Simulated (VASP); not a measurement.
Wanted: the native input for a VASP 6.6.1 run.

| Property | Result |
| --- | --- |
| Task | single point |
| Functional | PBE |
| Potentials or basis | VASP PAW PBE potentials, release 64 (Si, C, H) |
| Cutoff | 520 eV |
| k mesh | 1 × 1 × 7 |
| Occupations | gaussian, width 0.05 eV |
| Spin | no spin polarisation |
| Dipole correction | no |
| Further INCAR settings | LREAL = Auto; ALGO = Normal; EDIFF = 1e-06; NBANDS = 38 |

The structure of SiH3C lies in POSCAR:

```
SiH3C
1.0
   14.5000000000      0.0000000000      0.0000000000
    0.0000000000     14.1000000000      0.0000000000
    0.0000000000      0.0000000000      5.0740210508
Si C H
4 4 12
Direct
    0.5000000000      0.4932636497      0.0045635118
    0.3933873602      0.4299646337      0.5045635118
    0.6066126398      0.4299646337      0.5045635118
    0.5000000000      0.6198616818      0.5045635118
    0.5000000000      0.4932636497      0.3804364882
    0.3933873602      0.4299646337      0.8804364882
    0.6066126398      0.4299646337      0.8804364882
    0.5000000000      0.6198616818      0.8804364882
    0.3933873602      0.3303120026      0.4068559544
    0.3094663870      0.4797909492      0.4068559544
    0.6066126398      0.3303120026      0.4068559544
    0.6905336130      0.4797909492      0.4068559544
    0.4160790268      0.6696879974      0.4068559544
    0.5839209732      0.6696879974      0.4068559544
    0.3933873602      0.3570643868      0.9519138288
    0.3319955073      0.4664147571      0.9519138288
    0.6066126398      0.3570643868      0.9519138288
    0.6680044927      0.4664147571      0.9519138288
    0.4386081471      0.6563118053      0.9519138288
    0.5613918529      0.6563118053      0.9519138288
```

These files were run (other wordings do the same):

INCAR

```
ALGO = Normal ; EDIFF = 1E-6
ENCUT = 520 ; GGA = PE
ISIF = 2 ; ISMEAR = 0
LASPH = T ; LCHARG = T
LELF = T ; LREAL = Auto
LVHAR = T ; LWAVE = F
NBANDS = 38 ; NELM = 60
PREC = Accurate ; SIGMA = 0.05
```

KPOINTS

```
k-points
0
Gamma
  1 1 7
```

Potentials or basis: VASP PAW PBE potentials, release 64 (Si, C, H).

Command:

```bash
$ cat potpaw_PBE.64/Si/POTCAR potpaw_PBE.64/C/POTCAR potpaw_PBE.64/H/POTCAR > POTCAR
$ mpirun -np 1 vasp_std > vasp.out
```

It gave:

```yaml
Largest_force: 0.958 eV/Å
Band_gap_on_the_k_mesh: 5.13 eV, indirect (least direct gap 5.17 eV)
```

It took 6.6 min on 1 thread of Intel(R) Xeon(R) Platinum 8259CL CPU @ 2.50GHz (Skylake/Cascade Lake) (shared host), peak memory 0.89 GiB.
